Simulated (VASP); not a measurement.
Here is a VASP 6.6.1 calculation.

The input INCAR:

```
ALGO = Normal
EDIFF = 1E-6
ENCUT = 600
GGA = PE
GGA_COMPAT = False
ISIF = 2
ISMEAR = 0
IVDW = 12
LASPH = True
LCHARG = False
LREAL = False
LWAVE = False
NBANDS = 25
NELM = 120
PREC = Accurate
SIGMA = 0.01
```

File KPOINTS:

```
k-points
0
Gamma
  4 4 6
```

POSCAR

```
SiO2
1.0
    4.1773000000      0.0000000000      0.0000000000
    0.0000000000      4.1773000000      0.0000000000
    0.0000000000      0.0000000000      2.6652000000
Si O
2 4
Direct
    0.0000000000      0.0000000000      0.0000000000
    0.5000000000      0.5000000000      0.5000000000
    0.3059000000      0.3059000000      0.0000000000
    0.1941000000      0.8059000000      0.5000000000
    0.6941000000      0.6941000000      0.0000000000
    0.8059000000      0.1941000000      0.5000000000
```

Potentials or basis: VASP PAW PBE potentials, release 64 (Si, O).

Run with:

```bash
$ cat potpaw_PBE.64/Si/POTCAR potpaw_PBE.64/O/POTCAR > POTCAR
$ mpirun -np 1 vasp_std > vasp.out
```

(1) What does it give for the dispersion energy per atom?

(2) Estimate the band gap on the k mesh.

## Answers

(1) -0.241 eV.

(2) 5.63 eV, direct.

Caveat: three body term missing.
